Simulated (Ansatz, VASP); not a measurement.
Al2Pt in VASP and in Ansatz

POSCAR

```
Al2Pt
1.0
    0.0000000000      2.9732040976      2.9732040976
    2.9732040976      0.0000000000      2.9732040976
    2.9732040976      2.9732040976      0.0000000000
Al Pt
2 1
Direct
    0.2500000000      0.2500000000      0.2500000000
    0.7500000000      0.7500000000      0.7500000000
    0.0000000000      0.0000000000      0.0000000000
```

INCAR.step1

```
SYSTEM = Al2Pt
PREC = Accurate ; ENCUT = 550
ISMEAR = 0 ; SIGMA = 0.1
LREAL = .FALSE. ; LASPH = .TRUE.
NELM = 120 ; GGA = PE
ALGO = Normal ; EDIFF = 1E-5
LWAVE = .TRUE. ; LCHARG = .FALSE.
GGA_COMPAT = .FALSE. ; IBRION = 2
ISIF = 3 ; EDIFFG = -0.005
NELMIN = 4 ; NSW = 100
```

Contents of INCAR.step2:

```
SYSTEM = Al2Pt
PREC = Accurate ; ENCUT = 550
EDIFF = 1E-7 ; ISMEAR = 0
SIGMA = 0.1 ; LREAL = .FALSE.
LASPH = .TRUE. ; NELM = 120
ALGO = Normal ; ISIF = 3
LWAVE = .FALSE. ; LCHARG = .FALSE.
METAGGA = R2SCAN ; LMIXTAU = .TRUE.
IBRION = 2 ; NSW = 70
EDIFFG = -0.005 ; ISTART = 1
GGA_COMPAT = .FALSE. ; NELMIN = 4
```

KPOINTS

```
Automatic mesh
0
G
  12 12 12
  0 0 0
```

Input for Ansatz:

```yaml
crystal:
  lattice:
    - [0.0, 2.9732040976, 2.9732040976]
    - [2.9732040976, 0.0, 2.9732040976]
    - [2.9732040976, 2.9732040976, 0.0]
  atoms:
    - { symbol: Al, position: [0.25, 0.25, 0.25] }
    - { symbol: Al, position: [0.75, 0.75, 0.75] }
    - { symbol: Pt, position: [0.0, 0.0, 0.0] }
basis:
  ecutwfc: 500
kpoints:
  mp_grid: { grid: [12, 12, 12] }
hamiltonian:
  xc: r2scan
scf:
  occupations: { method: gaussian, width: 0.1 }
output:
  forces: true
  stress: true
  eigenvalues: true
relax:
  adjacent_minimum: "off"
  f_tol: 0.005
  max_steps: 50
  cell: { stress_tol: 0.05 }
```

Alike in both runs: task relaxation of cell and atoms; functional r2SCAN; k mesh 12 × 12 × 12; occupations gaussian, width 0.1 eV; no spin polarisation.

|  | VASP | Ansatz |
| --- | --- | --- |
| version | VASP 6.6.1 | Ansatz 0.2.0 |
| potentials or method | VASP PAW PBE potentials, release 64 (Al, Pt), cutoff 550 eV | scalar-relativistic, plane waves, PAW |
| valence electrons in the cell | 16 | 24 |

```csv
,VASP,Ansatz,Ansatz less VASP
"gap on the k mesh at the Fermi level, each at its own relaxed structure (eV)",none,none,-
relaxed volume (Å³/atom),17.12,17.16,+0.038
relaxed cell length with the largest relative difference (Å),4.172,4.175,+0.0031
```

VASP's potentials were made for PBE, not for r2SCAN. A gap of «none» marks a metal or a gap that the smearing closes. VASP's potentials hold 16 valence electrons a cell and Ansatz's 24, so a difference there can come from the potentials and not from the codes.

Spin-orbit coupling is off throughout.
